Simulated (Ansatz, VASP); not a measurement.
**Two plane-wave programs on Ga**

INCAR

```
SYSTEM = Ga
PREC = Accurate
ENCUT = 520
EDIFF = 1E-6
ISMEAR = -1
SIGMA = 0.1
LREAL = .FALSE.
LASPH = .TRUE.
NELM = 60
ALGO = Normal
ISIF = 2
LWAVE = .FALSE.
LCHARG = .TRUE.
GGA = CA
LELF = .TRUE.
LVHAR = .TRUE.
NBANDS = 26
```

KPOINTS

```
Automatic mesh
0
G
  9 9 12
  0 0 0
```

The input POSCAR:

```
Ga
1.0
    4.6115745238      0.0000000000      0.0000000000
   -2.3057872619      3.9937406891      0.0000000000
    0.0000000000      0.0000000000      2.9568182694
Ga
3
Direct
    0.0000000000      0.0000000000      0.0000000000
    0.3333333333      0.6666666667      0.5000000000
    0.6666666667      0.3333333333      0.5000000000
```

Input for Ansatz:

```yaml
crystal:
  lattice:
    - [4.6115745238, 0.0, 0.0]
    - [-2.3057872619, 3.9937406891, 0.0]
    - [0.0, 0.0, 2.9568182694]
  atoms:
    - { symbol: Ga, position: [0.0, 0.0, 0.0] }
    - { symbol: Ga, position: [0.3333333333, 0.6666666667, 0.5] }
    - { symbol: Ga, position: [0.6666666667, 0.3333333333, 0.5] }
hamiltonian:
  xc: lda
  pseudopotentials:
    kind: paw
    azcp:
      Ga: "pseudopotentials/Ga.paw.azcp"
basis:
  ecutwfc: 420
  fft_grid_basis: typed
kpoints:
  mp_grid: { grid: [9, 9, 12], shift: [0, 0, 0] }
magnetization:
  spin_polarized: false
scf:
  occupations: { method: fermi_dirac, width: 0.1 }
  lower_state_search: "off"
output:
  stress: true
```

Alike in both runs: task single point; functional LDA; k mesh 9 × 9 × 12; occupations fermi-dirac, width 0.1 eV; no spin polarisation.

|  | VASP | Ansatz |
| --- | --- | --- |
| version | VASP 6.6.1 | Ansatz 0.2.0 |
| potentials or method | VASP PAW LDA potentials, release 64 (Ga_d), cutoff 520 eV | plane waves (420 eV) with PAW, scalar-relativistic |
| valence electrons in the cell | 39 | 39 |

```tsv
	VASP	Ansatz	Ansatz less VASP
pressure (GPa)	-2.0	-2.1	-0.16
traceless stress, the component that is largest in VASP (GPa)	-0.15	-0.13	+0.022
```

Ansatz warns that its potentials were made for another functional, while VASP's fit it. LDA's correlation is that of Perdew and Zunger in VASP and of Perdew and Wang (1992) in Ansatz.
